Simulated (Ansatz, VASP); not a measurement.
**Two plane-wave programs on Mg2CdN2**

```
CELL_PARAMETERS angstrom
3.55288 0.00000 0.00000
-1.77644 3.07689 0.00000
0.00000 0.00000 5.98383
ATOMIC_POSITIONS crystal
Mg 0.66667 0.33333 0.15344
Mg 0.33333 0.66667 0.84656
Cd 0.00000 0.00000 0.50000
N 0.66667 0.33333 0.77223
N 0.33333 0.66667 0.22777
```

Alike in both runs: task single point; functional PBE; k mesh 6 × 6 × 4; occupations gaussian, width 0.1 eV; no spin polarisation.

|  | VASP | Ansatz |
| --- | --- | --- |
| version | VASP 6.6.1 | Ansatz 0.2.0 |
| potentials or method | VASP PAW PBE potentials, release 64 (Mg, Cd, N), cutoff 520 eV | scalar-relativistic, plane waves, PAW |
| valence electrons in the cell | 26 | 50 |

|  | VASP | Ansatz | Ansatz less VASP |
| --- | --- | --- | --- |
| gap on the k mesh at the Fermi level (eV) | 0.35 | 0.36 | +0.011 |
| least direct gap on the mesh (eV) | 0.68 | 0.68 | +0.002 |
| pressure (GPa) | -0.3 | -0.4 | -0.06 |
| rms of the force components (eV/Å) | 0.010 | 0.019 | +0.0085 |

Atom by atom the forces differ by 0.017 eV/Å (rms over components). VASP's potentials hold 26 valence electrons a cell and Ansatz's 50, so a difference there can come from the potentials and not from the codes.
